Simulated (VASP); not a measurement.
# TaN (WC type) (P-6m2) in VASP: a series of runs

TaN (WC type) is run at these levels: PBE; tasks: relaxation of cell and atoms.

All numbers are computed with VASP 6.6.1; they aren't measurements. Logs are shortened: lines on timing, memory, paths and dates and some standing lists are left out, and cuts for length are marked.

**1. The cell of the first run**

Symmetry: P-6m2, No. 187, hexagonal system. The conventional cell has a = 2.610 Å, b = 2.610 Å, c = 2.558 Å, α = 90.00°, β = 90.00°, γ = 120.00°. Within 2.7 Å of Ta (site symmetry -6m2) lie 6 N at 1.98 Å and 8 Ta at 2.56 to 2.61 Å. N (site symmetry -6m2) has 6 Ta at 1.98 Å and 8 N at 2.56 to 2.61 Å within 2.7 Å.

**2. Relaxation of cell and atoms, PBE, target pressure 260 GPa, at which the enthalpy is minimised**

Input file INCAR:

```
PREC = Accurate ; ENCUT = 600
EDIFF = 1E-7 ; ISMEAR = -1
SIGMA = 0.1 ; LREAL = False
LASPH = True ; NELM = 100
ALGO = Normal ; ISIF = 3
LWAVE = False ; LCHARG = False
GGA = PE ; IBRION = 2
NSW = 60 ; EDIFFG = -0.005
PSTRESS = 2600.0
```

Input file KPOINTS:

```
Automatic mesh
0
Gamma
  17 17 15
```

Input file POSCAR:

```
TaN
1.0
    2.6098760101      0.0000000000      0.0000000000
   -1.3049380050      2.2602189255      0.0000000000
    0.0000000000      0.0000000000      2.5576784899
Ta N
1 1
Direct
    0.0000000000      0.0000000000      0.0000000000
    0.3333333333      0.6666666667      0.5000000000
```

Potentials or basis: VASP PAW PBE potentials, release 64 (Ta_pv, N).

Command:

```sh
$ cat potpaw_PBE.64/Ta_pv/POTCAR potpaw_PBE.64/N/POTCAR > POTCAR
$ mpirun -np 1 vasp_std > vasp.out
```

OUTCAR:

```text
PREC = Accurate
   ENCUT = 600
   EDIFF = 1E-7
   ISMEAR = -1
   LREAL = False
   LASPH = True
   NELM = 100
   ISIF = 3
   GGA = PE
   IBRION = 2
   NSW = 60
   EDIFFG = -0.005
   PSTRESS = 2600.0

 ion  position               nearest neighbor table
   1  0.000  0.000  0.000-   2 1.98   2 1.98   2 1.98   2 1.98   2 1.98   2 1.98
   2  0.333  0.667  0.500-   1 1.98   1 1.98   1 1.98   1 1.98   1 1.98   1 1.98

  LATTYP: Found a hexagonal cell.
 ALAT       =     2.6098760101
 C/A-ratio  =     0.9800000000

  Lattice vectors:

 A1 = (   2.6098760101,   0.0000000000,   0.0000000000)
 A2 = (  -1.3049380050,   2.2602189255,   0.0000000000)
 A3 = (   0.0000000000,   0.0000000000,   2.5576784899)

Analysis of symmetry for initial positions (statically):
=====================================================================
 Subroutine PRICEL returns:
 Original cell was already a primitive cell.

 Routine SETGRP: Setting up the symmetry group for a
 hexagonal supercell.

 Subroutine GETGRP returns: Found 12 space group operations
 (whereof 12 operations were pure point group operations)
 out of a pool of 24 trial point group operations.

The static configuration has the point symmetry D_3h.

Analysis of symmetry for dynamics (positions and initial velocities):
=====================================================================
 Subroutine PRICEL returns:
 Original cell was already a primitive cell.

 Routine SETGRP: Setting up the symmetry group for a
 hexagonal supercell.

 Subroutine GETGRP returns: Found 12 space group operations
 (whereof 12 operations were pure point group operations)
 out of a pool of 24 trial point group operations.

The dynamic configuration has the point symmetry D_3h.

 Subroutine INISYM returns: Found 12 space group operations
 (whereof 12 operations are pure point group operations),
 and found     1 'primitive' translations

----------------------------------------------------------------------------------------

                                     Primitive cell

  volume of cell :      15.0875

  direct lattice vectors                    reciprocal lattice vectors
     2.609876010  0.000000000  0.000000000     0.383159965  0.221217509  0.000000000
    -1.304938005  2.260218925  0.000000000     0.000000000  0.442435018  0.000000000
     0.000000000  0.000000000  2.557678490     0.000000000  0.000000000  0.390979556

  length of vectors
     2.609876010  2.609876010  2.557678490     0.442435018  0.442435018  0.390979556

  position of ions in fractional coordinates (direct lattice)
     0.000000000  0.000000000  0.000000000
     0.333333333  0.666666667  0.500000000

  ion indices of the primitive-cell ions
   primitive index   ion index
                 1           1
                 2           2

----------------------------------------------------------------------------------------

 KPOINTS: Automatic mesh

Automatic generation of k-mesh.
 Grid dimensions read from file:
 generate k-points for:   17   17   15

 Generating k-lattice:

  Cartesian coordinates                     Fractional coordinates (reciprocal lattice)
     0.022538821  0.013012795  0.000000000     0.058823529  0.000000000  0.000000000
     0.000000000  0.026025589  0.000000000     0.000000000  0.058823529  0.000000000
     0.000000000  0.000000000  0.026065304     0.000000000  0.000000000  0.066666667

  Length of vectors
     0.026025589  0.026025589  0.026065304

  Shift w.r.t. Gamma in fractional coordinates (k-lattice)
     0.000000000  0.000000000  0.000000000

 Subroutine IBZKPT returns following result:
 ===========================================

 Found    264 irreducible k-points:

 Following reciprocal coordinates:
            Coordinates               Weight
  0.000000  0.000000  0.000000      1.000000
  0.058824  0.000000  0.000000      6.000000
  0.117647 -0.000000  0.000000      6.000000
  0.176471  0.000000  0.000000      6.000000
  0.235294 -0.000000  0.000000      6.000000
  0.294118  0.000000  0.000000      6.000000
[... 16 lines left out ...]
  0.411765  0.117647  0.000000     12.000000
  0.176471  0.176471  0.000000      6.000000
 [... further k-points ...]
   k-points           NKPTS =    264   k-points in BZ     NKDIM =    264   number of bands    NBANDS=     12
   number of dos      NEDOS =    301   number of ions     NIONS =      2
   total plane-waves  NPLWV =  11520
   dimension x,y,z NGX =    24 NGY =   24 NGZ =   20
   dimension x,y,z NGXF=    48 NGYF=   48 NGZF=   40
   ions per type =               1   1
   NGX,Y,Z   is equivalent  to a cutoff of  15.29, 15.29, 13.00 a.u.
   NGXF,Y,Z  is equivalent  to a cutoff of  30.58, 30.58, 26.00 a.u.
 SYSTEM =  unknown system
   PREC   = accura    normal or accurate (medium, high low for compatibility)
   ISTART =      0    job   : 0-new  1-cont  2-samecut
   ICHARG =      2    charge: 1-file 2-atom 10-const
   ISPIN  =      1    spin polarized calculation?
   LNONCOLLINEAR =      F non collinear calculations
   LSORBIT =      F    spin-orbit coupling
   LASPH  =      T    aspherical Exc in radial PAW
   ENCUT  =  600.0 eV  44.10 Ry    6.64 a.u.   5.21  5.21  5.11*2*pi/ulx,y,z
   NELM   =    100;   NELMIN=  2; NELMDL= -5     # of ELM steps
   EDIFF  = 0.1E-06   stopping-criterion for ELM
   LREAL  =      F    real-space projection
   EDIFFG = -.5E-02   stopping-criterion for IOM
   NSW    =     60    number of steps for IOM
   IBRION =      2    ionic relax: 0-MD 1-quasi-New 2-CG
   NFREE  =      1    steps in history (QN), initial steepest desc. (CG)
   ISIF   =      3    stress and relaxation
   ISYM   =      2    0-nonsym 1-usesym 2-fastsym
   POTIM  = 0.5000    time-step for ionic-motion
   TEBEG  =    0.0;   TEEND  =   0.0 temperature during run
   PSTRESS= 2600.0 pullay stress
   NELECT =      16.0000    total number of electrons
   NUPDOWN=      -1.0000    fix difference up-down
   EMIN   =  10.00;   EMAX   =-10.00  energy-range for DOS
   EFERMI =   0.00;   METHOD = LEGACY
   ISMEAR =    -1;   SIGMA  =   0.10  broadening in eV -4-tet -1-fermi 0-gaus
   EFERMI_NEDOS =   21; number of points for ismear=-14 and -15
   IALGO  =     38    algorithm
   IMIX   =      4    mixing-type and parameters
     AMIX     =   0.40;   BMIX     =  1.00
     AMIX_MAG =   1.60;   BMIX_MAG =  1.00
  volume/ion in A,a.u.               =       7.54        50.91
  Fermi-wavevector in a.u.,A,eV,Ry     =   1.669460  3.154822 37.920758  2.787097
  Thomas-Fermi vector in A             =   2.755129
   LORBIT       =      0    0 simple, 1 ext, 2 COOP (PROOUT), +10 PAW based schemes
   GGA     = PE    functional components
   LHFCALC =     F    Hartree Fock is set to
   AEXX    =    0.0000 exact exchange contribution
   IVDW    =     0    specifies the selected vdW correction
   LEPSILON=     F    determine dielectric tensor
   LRPA    =     F    only Hartree local field effects (RPA)
 conjugate gradient relaxation of ions
 non-spin polarized calculation
  energy-cutoff  :      600.00
  volume of cell :       15.09
 maximum number of plane-waves:       521
 NGX is ok and might be reduce to    24
   NGX = 11   NGY = 11   NGZ = 11

--------------------------------------- Ionic step        1  -------------------------------------------

 number of electron      16.0000002 magnetization

 Free energy of the ion-electron system (eV)
  ---------------------------------------------------
  ext. energy  EPLUGINS =         0.00000000
  ---------------------------------------------------
  free energy    TOTEN  =       -18.16765958 eV

  energy without entropy =      -18.16149111  energy(sigma->0) =      -18.16457535

------------------------ aborting loop because EDIFF is reached ----------------------------------------

  FORCE on cell =-STRESS in cart. coord.  units (eV):
  Direction    XX          YY          ZZ          XY          YZ          ZX
  --------------------------------------------------------------------------------------
  -------------------------------------------------------------------------------------
  Total       25.1326187     25.1326187     28.2957918      0.0000000      0.0000000      0.0000000
  in kB     2668.8980918   2668.8980919   3004.8036590      0.0000001      0.0000000      0.0000000
  external PRESSURE =     180.8666143 kB  Pullay stress =    2600.0000000 kB

 VOLUME and BASIS-vectors are now :
 -----------------------------------------------------------------------------
  energy-cutoff  :      600.00
  volume of cell :       15.09
      direct lattice vectors                 reciprocal lattice vectors
     2.609876010  0.000000000  0.000000000     0.383159965  0.221217509  0.000000000
    -1.304938005  2.260218925  0.000000000     0.000000000  0.442435018  0.000000000
     0.000000000  0.000000000  2.557678490     0.000000000  0.000000000  0.390979556
[... 274 lines left out ...]
  FREE ENERGIE OF THE ION-ELECTRON SYSTEM (eV)
  ---------------------------------------------------
  free  energy   TOTEN  =       -18.5392176341 eV

  energy  without entropy=      -18.5331438194  energy(sigma->0) =      -18.53618073

  enthalpy is  TOTEN    =         6.2775488533 eV   P V=       24.8167664874

--------------------------------------- Ionic step        9  -------------------------------------------

 number of electron      15.9999999 magnetization

 Free energy of the ion-electron system (eV)
  ---------------------------------------------------
  ext. energy  EPLUGINS =         0.00000000
  ---------------------------------------------------
  free energy    TOTEN  =       -18.51576350 eV

  energy without entropy =      -18.50968678  energy(sigma->0) =      -18.51272514

 E-fermi :  12.6624     XC(G=0): -15.3412

 val. band max:       12.6437267727   @ k =   0.4118   0.1176   0.4667
 cond. band min:      12.6776700504   @ k =   0.4706   0.0588   0.4000
 fundamental gap:      0.0339432777
 Fermi energy:        12.6623671495

 k-point     1 :       0.0000    0.0000    0.0000
  band No.  band energies     occupation
      1     -21.8416      2.00000
      2     -21.0102      2.00000
      3     -21.0102      2.00000
      4      -8.1630      2.00000
      5       6.0424      2.00000
      6       6.2129      2.00000
      7       6.2129      2.00000
      8       9.0502      2.00000
      9      17.3981      0.00000
     10      17.5058      0.00000
     11      17.5058      0.00000
     12      18.5133      0.00000

 k-point     2 :       0.0588    0.0000    0.0000
  band No.  band energies     occupation
      1     -21.8235      2.00000
      2     -21.1530      2.00000
      3     -21.0369      2.00000
      4      -8.0144      2.00000
      5       5.8250      2.00000
      6       6.3190      2.00000
      7       6.3488      2.00000
      8       8.8478      2.00000
      9      17.1043      0.00000
     10      17.5156      0.00000
     11      17.9536      0.00000
     12      18.4386      0.00000
[... 316 lines left out ...]
 k-point    24 :       0.1765    0.1765    0.0000
  band No.  band energies     occupation
      1     -23.2329      2.00000
      2     -21.7682      2.00000
      3     -21.4669      2.00000
      4      -5.4043      2.00000
      5       3.1431      2.00000
      6       6.0111      2.00000
      7       7.4941      2.00000
      8       8.8046      2.00000
      9      14.2926      0.00000
     10      15.9789      0.00000
     11      19.5442      0.00000
     12      21.2640      0.00000

 [... further k-points ...]

------------------------ aborting loop because EDIFF is reached ----------------------------------------

  FORCE on cell =-STRESS in cart. coord.  units (eV):
  Direction    XX          YY          ZZ          XY          YZ          ZX
  --------------------------------------------------------------------------------------
  -------------------------------------------------------------------------------------
  Total       24.7962946     24.7962946     24.7918855      0.0000000     -0.0000000      0.0000000
  in kB     2600.3184486   2600.3184488   2599.8560837      0.0000001     -0.0000000      0.0000000
  external PRESSURE =       0.1643270 kB  Pullay stress =    2600.0000000 kB

 VOLUME and BASIS-vectors are now :
 -----------------------------------------------------------------------------
  energy-cutoff  :      600.00
  volume of cell :       15.28
      direct lattice vectors                 reciprocal lattice vectors
     2.597392277  0.000000000  0.000000000     0.385001530  0.222280737 -0.000000000
    -1.298696139  2.249407696 -0.000000000    -0.000000000  0.444561474 -0.000000000
     0.000000000  0.000000000  2.614960368    -0.000000000  0.000000000  0.382414974

 POSITION                                       TOTAL-FORCE (eV/Angst)
 -----------------------------------------------------------------------------------
      0.00000      0.00000      0.00000        -0.000000      0.000000      0.000000
     -0.00000      1.49961      1.30748         0.000000     -0.000000     -0.000000
 -----------------------------------------------------------------------------------
    total drift:                                0.000000     -0.000000     -0.000000

  FREE ENERGIE OF THE ION-ELECTRON SYSTEM (eV)
  ---------------------------------------------------
  free  energy   TOTEN  =       -18.5157635043 eV

  energy  without entropy=      -18.5096867760  energy(sigma->0) =      -18.51272514

  enthalpy is  TOTEN    =         6.2774944107 eV   P V=       24.7932579150

 reached required accuracy - stopping structural energy minimisation
```

Run time: 2.1 min. Hardware: 1 thread of Intel Xeon Platinum 8488C (Sapphire Rapids), shared host; peak memory 0.2 GiB.

Results:

| Quantity | Value |
| --- | --- |
| Free energy | -18.5158 eV |
| Relaxed volume | 7.64 Å³/atom |
| Relaxed cell | a = 2.597 Å, b = 2.597 Å, c = 2.615 Å, α = 90.00°, β = 90.00°, γ = 120.00° |
| Space group after relaxing (to 0.1 Å) | P-6m2 (No. 187) |
| Energy change on relaxing (the run minimises the enthalpy) | -174.1 meV/atom |
| Ionic steps | 9 |
| Pressure after relaxing | 260.0 GPa |
| Band gap on the k mesh | zero (bands 8 and 9 overlap by 1.10 eV) |

The path:
```
step  energy change (eV)  largest force (eV/Å)  pressure (GPa)  volume (Å³)
   1              0.0000                0.0000          278.09        15.09
   2             -2.3823                0.0000          144.71        16.99
   3             -0.5427                0.0000          250.61        15.40
   4             -0.4977                0.0000          252.92        15.38
   5              0.0384                0.0000          276.25        15.07
   6             -0.3473                0.0000          260.08        15.28
   7             -0.3440                0.0000          260.22        15.28
   8             -0.3716                0.0000          258.83        15.29
   9             -0.3481                0.0000          260.02        15.28
```

Final structure:
```xyz
2
Lattice="2.5974 0.0000 0.0000 -1.2987 2.2494 0.0000 0.0000 0.0000 2.6150" Properties=species:S:1:pos:R:3 pbc="T T T"
Ta    0.0000    0.0000    0.0000
N     0.0000    1.4996    1.3075
```

Caveat: the cell is relaxed towards a set pressure, so the run minimises the enthalpy, not the energy; spin-orbit coupling is left out, which moves the levels of the heavy elements.

[end of part 1 of 2]
